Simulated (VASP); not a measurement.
# ZnO (P6_3mc) in VASP: notebook

ZnO is run at these levels: PBE; tasks: single point.

All numbers are computed with VASP 6.6.1; they aren't measurements. Logs are shortened: lines on timing, memory, paths and dates and some standing lists are left out, and cuts for length are marked.

## Step 1: The cell of the first run

Symmetry: P6_3mc, No. 186, hexagonal system. Conventional cell: a = 3.178 Å, b = 3.178 Å, c = 5.128 Å, α = 90.00°, β = 90.00°, γ = 120.00°. Within 2.6 Å of Zn (site symmetry 3m) lie 4 O at 1.94 Å. O (site symmetry 3m) has 4 Zn at 1.94 Å within 2.6 Å.

## Step 2: Single point, PBE

Input file INCAR:

```
ALGO = Normal
EDIFF = 1E-6
ENCUT = 910
GGA = PE
GGA_COMPAT = F
ISIF = 2
ISMEAR = 0
LASPH = T
LCHARG = F
LREAL = F
LWAVE = F
NBANDS = 26
NELM = 120
PREC = Accurate
SIGMA = 0.02
```

Input file KPOINTS:

```
k-points
0
Gamma
  12 12 6
```

Input file POSCAR:

```
ZnO
1.0
    3.1781850223      0.0000000000      0.0000000000
   -1.5890925112      2.7523889673      0.0000000000
    0.0000000000      0.0000000000      5.1280731953
Zn O
2 2
Direct
    0.6666666667      0.3333333333      0.5006253288
    0.3333333333      0.6666666667      0.0006253288
    0.6666666667      0.3333333333      0.8796846712
    0.3333333333      0.6666666667      0.3796846712
```

Potentials or basis: VASP PAW PBE potentials, release 64 (Zn, O_h).

Started as:

```
cat potpaw_PBE.64/Zn/POTCAR potpaw_PBE.64/O_h/POTCAR > POTCAR
mpirun -np 1 vasp_std > vasp.out
```

OUTCAR:

```text
EDIFF = 1E-6
   ENCUT = 910
   GGA = PE
   ISIF = 2
   ISMEAR = 0
   LASPH = T
   LREAL = F
   NELM = 120
   PREC = Accurate

 ion  position               nearest neighbor table
   1  0.667  0.333  0.501-   4 1.94   4 1.94   4 1.94   3 1.94
   2  0.333  0.667  0.001-   3 1.94   3 1.94   3 1.94   4 1.94
   3  0.667  0.333  0.880-   2 1.94   2 1.94   2 1.94   1 1.94
   4  0.333  0.667  0.380-   1 1.94   1 1.94   1 1.94   2 1.94

  LATTYP: Found a hexagonal cell.
 ALAT       =     3.1781850223
 C/A-ratio  =     1.6135225480

  Lattice vectors:

 A1 = (   3.1781850223,   0.0000000000,   0.0000000000)
 A2 = (  -1.5890925112,   2.7523889673,   0.0000000000)
 A3 = (   0.0000000000,   0.0000000000,   5.1280731953)

Analysis of symmetry for initial positions (statically):
=====================================================================
 Subroutine PRICEL returns:
 Original cell was already a primitive cell.

 Routine SETGRP: Setting up the symmetry group for a
 hexagonal supercell.

 Subroutine GETGRP returns: Found 12 space group operations
 (whereof  6 operations were pure point group operations)
 out of a pool of 24 trial point group operations.

The static configuration has the point symmetry C_3v.
 The point group associated with its full space group is C_6v.

Analysis of symmetry for dynamics (positions and initial velocities):
=====================================================================
 Subroutine PRICEL returns:
 Original cell was already a primitive cell.

 Routine SETGRP: Setting up the symmetry group for a
 hexagonal supercell.

 Subroutine GETGRP returns: Found 12 space group operations
 (whereof  6 operations were pure point group operations)
 out of a pool of 24 trial point group operations.

The dynamic configuration has the point symmetry C_3v.
 The point group associated with its full space group is C_6v.

 Subroutine INISYM returns: Found 12 space group operations
 (whereof  6 operations are pure point group operations),
 and found     1 'primitive' translations

----------------------------------------------------------------------------------------

                                     Primitive cell

  volume of cell :      44.8583
[... 88 lines left out ...]
   LNONCOLLINEAR =      F non collinear calculations
   LSORBIT =      F    spin-orbit coupling
   LASPH  =      T    aspherical Exc in radial PAW
   ENCUT  =  910.0 eV  66.88 Ry    8.18 a.u.   7.82  7.82 12.61*2*pi/ulx,y,z
   NELM   =    120;   NELMIN=  2; NELMDL= -5     # of ELM steps
   EDIFF  = 0.1E-05   stopping-criterion for ELM
   LREAL  =      F    real-space projection
   EDIFFG = 0.1E-04   stopping-criterion for IOM
   NSW    =      0    number of steps for IOM
   IBRION =     -1    ionic relax: 0-MD 1-quasi-New 2-CG
   NFREE  =      0    steps in history (QN), initial steepest desc. (CG)
   ISIF   =      2    stress and relaxation
   ISYM   =      2    0-nonsym 1-usesym 2-fastsym
   POTIM  = 0.5000    time-step for ionic-motion
   TEBEG  =    0.0;   TEEND  =   0.0 temperature during run
   PSTRESS=    0.0 pullay stress
   NELECT =      36.0000    total number of electrons
   NUPDOWN=      -1.0000    fix difference up-down
   EMIN   =  10.00;   EMAX   =-10.00  energy-range for DOS
   EFERMI =   0.00;   METHOD = LEGACY
   ISMEAR =     0;   SIGMA  =   0.02  broadening in eV -4-tet -1-fermi 0-gaus
   EFERMI_NEDOS =   21; number of points for ismear=-14 and -15
   IALGO  =     38    algorithm
   IMIX   =      4    mixing-type and parameters
     AMIX     =   0.40;   BMIX     =  1.00
     AMIX_MAG =   1.60;   BMIX_MAG =  1.00
  volume/ion in A,a.u.               =      11.21        75.68
  Fermi-wavevector in a.u.,A,eV,Ry     =   1.521346  2.874927 31.490588  2.314493
  Thomas-Fermi vector in A             =   2.630073
   LORBIT       =      0    0 simple, 1 ext, 2 COOP (PROOUT), +10 PAW based schemes
   GGA     = PE    functional components
   LHFCALC =     F    Hartree Fock is set to
   AEXX    =    0.0000 exact exchange contribution
   IVDW    =     0    specifies the selected vdW correction
   LEPSILON=     F    determine dielectric tensor
   LRPA    =     F    only Hartree local field effects (RPA)
 non-spin polarized calculation
 Gauss-broadening in eV      SIGMA  =   0.02
  energy-cutoff  :      910.00
  volume of cell :       44.86
 maximum number of plane-waves:      2826
 NGX is ok and might be reduce to    32
   NGX = 15   NGY = 15   NGZ = 25

 number of electron      35.9999998 magnetization

 Free energy of the ion-electron system (eV)
  ---------------------------------------------------
  ext. energy  EPLUGINS =         0.00000000
  ---------------------------------------------------
  free energy    TOTEN  =       -17.64881871 eV

  energy without entropy =      -17.64881871  energy(sigma->0) =      -17.64881871

 E-fermi :   2.2321     XC(G=0): -11.2359

 val. band max:        2.1101163746   @ k =   0.0000   0.0000   0.0000
 cond. band min:       2.9774032450   @ k =   0.0000   0.0000   0.0000
 fundamental gap:      0.8672868704
 Fermi energy:         2.2320512038

 k-point     1 :       0.0000    0.0000    0.0000
  band No.  band energies     occupation
      1     -16.4884      2.00000
      2     -15.6740      2.00000
      3      -4.0222      2.00000
      4      -3.9026      2.00000
      5      -3.9026      2.00000
      6      -3.8513      2.00000
[... 685 lines left out ...]
     25      15.8823      0.00000
     26      16.5656      0.00000

 [... further k-points ...]

------------------------ aborting loop because EDIFF is reached ----------------------------------------

  FORCE on cell =-STRESS in cart. coord.  units (eV):
  Direction    XX          YY          ZZ          XY          YZ          ZX
  --------------------------------------------------------------------------------------
  -------------------------------------------------------------------------------------
  Total        4.5125957      4.5125957      4.5066741     -0.0000000      0.0000000      0.0000000
  in kB      161.1735633    161.1735633    160.9620633     -0.0000000      0.0000000      0.0000000
  external PRESSURE =     161.1030633 kB  Pullay stress =       0.0000000 kB

 VOLUME and BASIS-vectors are now :
 -----------------------------------------------------------------------------
  energy-cutoff  :      910.00
  volume of cell :       44.86
      direct lattice vectors                 reciprocal lattice vectors
     3.178185022  0.000000000  0.000000000     0.314644992  0.181660371  0.000000000
    -1.589092511  2.752388967  0.000000000     0.000000000  0.363320741  0.000000000
     0.000000000  0.000000000  5.128073195     0.000000000  0.000000000  0.195005017

 POSITION                                       TOTAL-FORCE (eV/Angst)
 -----------------------------------------------------------------------------------
      1.58909      0.91746      2.56724         0.000000     -0.000000      0.001336
     -0.00000      1.83493      0.00321        -0.000000      0.000000      0.001336
      1.58909      0.91746      4.51109        -0.000000     -0.000000     -0.001336
     -0.00000      1.83493      1.94705         0.000000      0.000000     -0.001336
 -----------------------------------------------------------------------------------
    total drift:                               -0.000000      0.000000     -0.000088

  FREE ENERGIE OF THE ION-ELECTRON SYSTEM (eV)
  ---------------------------------------------------
  free  energy   TOTEN  =       -17.6488187066 eV

  energy  without entropy=      -17.6488187066  energy(sigma->0) =      -17.64881871
```

It took 3.3 min on 1 thread of Intel Xeon Platinum 8259CL at 2.50GHz (Skylake/Cascade Lake), shared host; peak memory 0.33 GiB.

Results:

- Free energy: -17.6488 eV
- Pressure: 16.1 GPa
- Band gap on the k mesh: 0.87 eV

Caveat: the cutoff is under 1.25 times the usual one of these potentials, so pressure, stress and relaxed cells hold a basis-set (Pulay) error; the cell stands under pressure.

## Step 3: Single point, PBE

Input file INCAR:

```
SYSTEM = ZnO
ALGO     = Normal         ! electronic algorithm
EDIFF    = 1E-6           ! SCF threshold, eV
ENCUT    = 910            ! plane-wave cutoff, eV
GGA      = PE             ! functional
GGA_COMPAT= .FALSE.      
ISIF     = 2              ! what is computed and relaxed
ISMEAR   = 0              ! smearing method
LASPH    = .TRUE.         ! aspherical terms in the spheres
LCHARG   = .FALSE.        ! write CHGCAR
LREAL    = .FALSE.        ! projectors in reciprocal space
LWAVE    = .FALSE.        ! write WAVECAR
NBANDS   = 26             ! bands
NELM     = 120            ! most SCF steps
PREC     = Accurate       ! precision mode
SIGMA    = 0.02           ! smearing width, eV
```

Input file KPOINTS:

```
k-points
0
G
  12 12 6
  0 0 0
```

POSCAR is that of step 2.

Potentials or basis: VASP PAW PBE potentials, release 64 (Zn, O_h).

Started as:

```
cat potpaw_PBE.64/Zn/POTCAR potpaw_PBE.64/O_h/POTCAR > POTCAR
mpirun -np 1 vasp_std > vasp.out
```

Run time: 87 s. Hardware: 1 thread of Intel Xeon 6975P-C (Granite Rapids), shared host; peak memory 0.32 GiB.

Results (log left out):

* Free energy: -17.6488 eV
* Pressure: 16.1 GPa
* Band gap on the k mesh: 0.87 eV

Levels at points of the mesh, in eV from the valence-band top:
```csv
k point,band 16,band 17,band 18,band 19,band 20,band 21
"(0.00, 0.00, 0.00)",-0.11,0.00,0.00,0.87,5.45,8.39
"(0.50, 0.00, 0.00)",-2.46,-1.39,-0.92,6.03,6.94,7.64
"(0.00, 0.00, 0.50)",-0.43,-0.43,-0.43,3.59,3.59,10.30
"(0.50, 0.00, 0.50)",-1.64,-1.49,-1.49,5.80,5.80,8.77
```

Caveat: the cutoff is under 1.25 times the usual one of these potentials, so pressure, stress and relaxed cells hold a basis-set (Pulay) error; the cell stands under pressure.
